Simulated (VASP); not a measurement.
# Ge (R-3) in VASP: single point with PBEsol

Aim: the single point of Ge with PBEsol.

All numbers are computed with VASP 6.6.1; they aren't measurements. Logs are shortened: lines on timing, memory, paths and dates and some standing lists are left out, and cuts for length are marked.

## (1) The cell of the first run

It takes space group R-3 (No. 148, trigonal). The conventional cell has a = 9.848 Å, b = 9.848 Å, c = 5.858 Å, α = 90.00°, β = 90.00°, γ = 120.00°. Within 3.4 Å of Ge (site symmetry 3) lie 5 Ge at 2.48 to 3.33 Å. Ge (site symmetry 1) has 4 Ge at 2.48 to 2.49 Å within 3.3 Å.

## (2) Single point, PBEsol

INCAR reads:

```
ALGO = Fast
EDIFF = 1E-6
ENCUT = 520
GGA = PS
ISIF = 2
ISMEAR = 0
LASPH = True
LCHARG = False
LREAL = False
LWAVE = False
NBANDS = 66
NELM = 80
PREC = Accurate
SIGMA = 0.1
```

KPOINTS reads:

```
k-points
0
Gamma
  9 9 9
```

POSCAR reads:

```
Ge
1.0
    4.9238848631      2.8428062512      1.9526984758
   -4.9238848631      2.8428062512      1.9526984758
    0.0000000000     -5.6856125024      1.9526984758
Ge
8
Direct
    0.7160166262      0.7160166262      0.7160166262
    0.2839833738      0.2839833738      0.2839833738
    0.0302911486      0.7262027915      0.5337905696
    0.5337905696      0.0302911486      0.7262027915
    0.7262027915      0.5337905696      0.0302911486
    0.9697088514      0.2737972085      0.4662094304
    0.4662094304      0.9697088514      0.2737972085
    0.2737972085      0.4662094304      0.9697088514
```

Potentials or basis: VASP PAW PBE potentials, release 64 (Ge_d).

Started as:

```sh
cat potpaw_PBE.64/Ge_d/POTCAR > POTCAR
mpirun -np 1 vasp_std > vasp.out
```

OUTCAR:

```text
EDIFF = 1E-6
   ENCUT = 520
   GGA = PS
   ISIF = 2
   ISMEAR = 0
   LASPH = True
   LREAL = False
   NELM = 80
   PREC = Accurate

 ion  position               nearest neighbor table
   1  0.716  0.716  0.716-   4 2.48   3 2.48   5 2.48   2 2.53
   2  0.284  0.284  0.284-   7 2.48   6 2.48   8 2.48   1 2.53
   3  0.030  0.726  0.534-   1 2.48   6 2.48   4 2.49   5 2.49
   4  0.534  0.030  0.726-   1 2.48   7 2.48   5 2.49   3 2.49
   5  0.726  0.534  0.030-   1 2.48   8 2.48   4 2.49   3 2.49
   6  0.970  0.274  0.466-   2 2.48   3 2.48   7 2.49   8 2.49
   7  0.466  0.970  0.274-   2 2.48   4 2.48   8 2.49   6 2.49
   8  0.274  0.466  0.970-   2 2.48   5 2.48   7 2.49   6 2.49

  LATTYP: Found a trigonal (rhomboedric) cell.
 ALAT       =     6.0115905436
 COS(alpha) =    -0.3417357411

  Lattice vectors:

 A1 = (   4.9238848631,   2.8428062512,   1.9526984758)
 A2 = (  -4.9238848631,   2.8428062512,   1.9526984758)
 A3 = (   0.0000000000,  -5.6856125024,   1.9526984758)

Analysis of symmetry for initial positions (statically):
=====================================================================
 Subroutine PRICEL returns:
 Original cell was already a primitive cell.

 Routine SETGRP: Setting up the symmetry group for a
 trigonal (rhombohedral) supercell.

 Subroutine GETGRP returns: Found  6 space group operations
 (whereof  6 operations were pure point group operations)
 out of a pool of 12 trial point group operations.

The static configuration has the point symmetry S_6 .

Analysis of symmetry for dynamics (positions and initial velocities):
=====================================================================
 Subroutine PRICEL returns:
 Original cell was already a primitive cell.

 Routine SETGRP: Setting up the symmetry group for a
 trigonal (rhombohedral) supercell.

 Subroutine GETGRP returns: Found  6 space group operations
 (whereof  6 operations were pure point group operations)
 out of a pool of 12 trial point group operations.

The dynamic configuration has the point symmetry S_6 .

 Subroutine INISYM returns: Found  6 space group operations
 (whereof  6 operations are pure point group operations),
 and found     1 'primitive' translations

----------------------------------------------------------------------------------------

                                     Primitive cell

  volume of cell :     163.9991

  direct lattice vectors                    reciprocal lattice vectors
     4.923884863  2.842806251  1.952698476     0.101545835  0.058627515  0.170703945
    -4.923884863  2.842806251  1.952698476    -0.101545835  0.058627515  0.170703945
     0.000000000 -5.685612502  1.952698476     0.000000000 -0.117255030  0.170703945

  length of vectors
     6.011590544  6.011590544  6.011590544     0.207095579  0.207095579  0.207095579

  position of ions in fractional coordinates (direct lattice)
     0.716016626  0.716016626  0.716016626
     0.283983374  0.283983374  0.283983374
     0.030291149  0.726202792  0.533790570
     0.533790570  0.030291149  0.726202792
     0.726202792  0.533790570  0.030291149
     0.969708851  0.273797208  0.466209430
     0.466209430  0.969708851  0.273797208
     0.273797208  0.466209430  0.969708851

  ion indices of the primitive-cell ions
   primitive index   ion index
                 1           1
                 2           2
                 3           3
                 4           4
                 5           5
                 6           6
                 7           7
                 8           8

----------------------------------------------------------------------------------------

 KPOINTS: k-points

Automatic generation of k-mesh.
 Grid dimensions read from file:
 generate k-points for:    9    9    9

 Generating k-lattice:

  Cartesian coordinates                     Fractional coordinates (reciprocal lattice)
     0.011282871  0.006514168  0.018967105     0.111111111 -0.000000000  0.000000000
    -0.011282871  0.006514168  0.018967105    -0.000000000  0.111111111  0.000000000
     0.000000000 -0.013028337  0.018967105     0.000000000  0.000000000  0.111111111

  Length of vectors
     0.023010620  0.023010620  0.023010620

  Shift w.r.t. Gamma in fractional coordinates (k-lattice)
     0.000000000  0.000000000  0.000000000

 Subroutine IBZKPT returns following result:
 ===========================================

 Found    125 irreducible k-points:

 Following reciprocal coordinates:
            Coordinates               Weight
  0.000000  0.000000  0.000000      1.000000
  0.111111  0.000000 -0.000000      6.000000
  0.222222  0.000000  0.000000      6.000000
  0.333333  0.000000 -0.000000      6.000000
  0.444444  0.000000  0.000000      6.000000
  0.111111  0.111111 -0.000000      6.000000
[... 16 lines left out ...]
  0.444444  0.222222  0.000000      6.000000
 -0.444444 -0.000000 -0.222222      6.000000
 [... further k-points ...]
   k-points           NKPTS =    125   k-points in BZ     NKDIM =    125   number of bands    NBANDS=     66
   number of dos      NEDOS =    301   number of ions     NIONS =      8
   total plane-waves  NPLWV = 110592
   dimension x,y,z NGX =    48 NGY =   48 NGZ =   48
   dimension x,y,z NGXF=    96 NGYF=   96 NGZF=   96
   ions per type =               8
   NGX,Y,Z   is equivalent  to a cutoff of  13.27, 13.27, 13.27 a.u.
   NGXF,Y,Z  is equivalent  to a cutoff of  26.55, 26.55, 26.55 a.u.
 SYSTEM =  unknown system
   PREC   = accura    normal or accurate (medium, high low for compatibility)
   ISTART =      0    job   : 0-new  1-cont  2-samecut
   ICHARG =      2    charge: 1-file 2-atom 10-const
   ISPIN  =      1    spin polarized calculation?
   LNONCOLLINEAR =      F non collinear calculations
   LSORBIT =      F    spin-orbit coupling
   LASPH  =      T    aspherical Exc in radial PAW
   ENCUT  =  520.0 eV  38.22 Ry    6.18 a.u.  11.18 11.18 11.18*2*pi/ulx,y,z
   NELM   =     80;   NELMIN=  2; NELMDL= -5     # of ELM steps
   EDIFF  = 0.1E-05   stopping-criterion for ELM
   LREAL  =      F    real-space projection
   EDIFFG = 0.1E-04   stopping-criterion for IOM
   NSW    =      0    number of steps for IOM
   IBRION =     -1    ionic relax: 0-MD 1-quasi-New 2-CG
   NFREE  =      0    steps in history (QN), initial steepest desc. (CG)
   ISIF   =      2    stress and relaxation
   ISYM   =      2    0-nonsym 1-usesym 2-fastsym
   POTIM  = 0.5000    time-step for ionic-motion
   TEBEG  =    0.0;   TEEND  =   0.0 temperature during run
   PSTRESS=    0.0 pullay stress
   NELECT =     112.0000    total number of electrons
   NUPDOWN=      -1.0000    fix difference up-down
   EMIN   =  10.00;   EMAX   =-10.00  energy-range for DOS
   EFERMI =   0.00;   METHOD = LEGACY
   ISMEAR =     0;   SIGMA  =   0.10  broadening in eV -4-tet -1-fermi 0-gaus
   EFERMI_NEDOS =   21; number of points for ismear=-14 and -15
   IALGO  =     68    algorithm
   IMIX   =      4    mixing-type and parameters
     AMIX     =   0.40;   BMIX     =  1.00
     AMIX_MAG =   1.60;   BMIX_MAG =  1.00
  volume/ion in A,a.u.               =      20.50       138.34
  Fermi-wavevector in a.u.,A,eV,Ry     =   1.441674  2.724368 28.278662  2.078423
  Thomas-Fermi vector in A             =   2.560280
   LORBIT       =      0    0 simple, 1 ext, 2 COOP (PROOUT), +10 PAW based schemes
   GGA     = PS    functional components
   LHFCALC =     F    Hartree Fock is set to
   AEXX    =    0.0000 exact exchange contribution
   IVDW    =     0    specifies the selected vdW correction
   LEPSILON=     F    determine dielectric tensor
   LRPA    =     F    only Hartree local field effects (RPA)
 non-spin polarized calculation
 RMM-DIIS sequential band-by-band and
 Gauss-broadening in eV      SIGMA  =   0.10
  energy-cutoff  :      520.00
  volume of cell :      164.00
 maximum number of plane-waves:      4450
 NGX is ok and might be reduce to    48
   NGX = 23   NGY = 23   NGZ = 23

 number of electron     111.9999996 magnetization

 Free energy of the ion-electron system (eV)
  ---------------------------------------------------
  ext. energy  EPLUGINS =         0.00000000
  ---------------------------------------------------
  free energy    TOTEN  =       -38.57645767 eV

  energy without entropy =      -38.57076766  energy(sigma->0) =      -38.57361266

 E-fermi :   5.6520     XC(G=0): -10.8039

 val. band max:        5.6438931810   @ k =  -0.3333  -0.3333   0.2222
 cond. band min:       5.6564493075   @ k =  -0.3333   0.4444   0.3333
 fundamental gap:      0.0125561265
 Fermi energy:         5.6519700157

 k-point     1 :       0.0000    0.0000    0.0000
  band No.  band energies     occupation
      1     -19.0940      2.00000
      2     -19.0940      2.00000
      3     -19.0868      2.00000
      4     -19.0774      2.00000
      5     -19.0774      2.00000
      6     -19.0565      2.00000
[... 58 lines left out ...]
     65      10.9300      0.00000
     66      12.2393      0.00000

 k-point     2 :       0.1111    0.0000   -0.0000
  band No.  band energies     occupation
      1     -19.0943      2.00000
      2     -19.0927      2.00000
      3     -19.0864      2.00000
      4     -19.0776      2.00000
      5     -19.0755      2.00000
      6     -19.0565      2.00000
[... 58 lines left out ...]
     65      10.7052      0.00000
     66      11.5758      0.00000

 k-point     3 :       0.2222    0.0000    0.0000
  band No.  band energies     occupation
      1     -19.0947      2.00000
      2     -19.0898      2.00000
      3     -19.0846      2.00000
      4     -19.0784      2.00000
      5     -19.0712      2.00000
      6     -19.0572      2.00000
[... 1438 lines left out ...]
     65       9.8706      0.00000
     66      10.3005      0.00000

 k-point    24 :      -0.4444   -0.0000   -0.2222
  band No.  band energies     occupation
      1     -19.0934      2.00000
      2     -19.0856      2.00000
      3     -19.0829      2.00000
      4     -19.0770      2.00000
      5     -19.0608      2.00000
      6     -19.0570      2.00000
[... 58 lines left out ...]
     65      10.1068      0.00000
     66      10.3630      0.00000

 [... further k-points ...]

------------------------ aborting loop because EDIFF is reached ----------------------------------------

  FORCE on cell =-STRESS in cart. coord.  units (eV):
  Direction    XX          YY          ZZ          XY          YZ          ZX
  --------------------------------------------------------------------------------------
  -------------------------------------------------------------------------------------
  Total       -0.0848816     -0.0848816     -0.0824400     -0.0000001      0.0000000      0.0000000
  in kB       -0.8292440     -0.8292440     -0.8053918     -0.0000009      0.0000000      0.0000000
  external PRESSURE =      -0.8212933 kB  Pullay stress =       0.0000000 kB

 VOLUME and BASIS-vectors are now :
 -----------------------------------------------------------------------------
  energy-cutoff  :      520.00
  volume of cell :      164.00
      direct lattice vectors                 reciprocal lattice vectors
     4.923884863  2.842806251  1.952698476     0.101545835  0.058627515  0.170703945
    -4.923884863  2.842806251  1.952698476    -0.101545835  0.058627515  0.170703945
     0.000000000 -5.685612502  1.952698476     0.000000000 -0.117255030  0.170703945

 POSITION                                       TOTAL-FORCE (eV/Angst)
 -----------------------------------------------------------------------------------
      0.00000      0.00000      4.19449         0.000000      0.000000     -0.002688
      0.00000      0.00000      1.66360         0.000000     -0.000000      0.002688
     -3.42659     -0.88436      2.51954        -0.000780      0.001170     -0.001390
      2.47917     -2.52533      2.51954        -0.000623     -0.001260     -0.001390
      0.94742      3.40969      2.51954         0.001403      0.000090     -0.001390
      3.42659      0.88436      3.33856         0.000780     -0.001170      0.001390
     -2.47917      2.52533      3.33856         0.000623      0.001260      0.001390
     -0.94742     -3.40969      3.33856        -0.001403     -0.000090      0.001390
 -----------------------------------------------------------------------------------
    total drift:                                0.000000      0.000000     -0.000000

  FREE ENERGIE OF THE ION-ELECTRON SYSTEM (eV)
  ---------------------------------------------------
  free  energy   TOTEN  =       -38.5764576707 eV

  energy  without entropy=      -38.5707676584  energy(sigma->0) =      -38.57361266
```

Wall time 60 min (1 thread of Oxide Virtual Turin-like, shared host); peak memory 0.9 GiB.

What came out:

```
Free energy            : -38.5765 eV
Pressure               : -0.1 GPa
Band gap on the k mesh : zero (bands 56 and 57 overlap by 0.39 eV)
```

Forces in eV/Å, atoms in the order of the input:
```
Ge   0.000  0.000 -0.003
Ge   0.000  0.000  0.003
Ge  -0.001  0.001 -0.001
Ge  -0.001 -0.001 -0.001
Ge   0.001  0.000 -0.001
Ge   0.001 -0.001  0.001
Ge   0.001  0.001  0.001
Ge  -0.001  0.000  0.001
```

Caveat: semilocal functionals underestimate gaps, so a narrow gap can read as zero; the PAW data sets were made with another functional, which shifts forces and pressure a little.
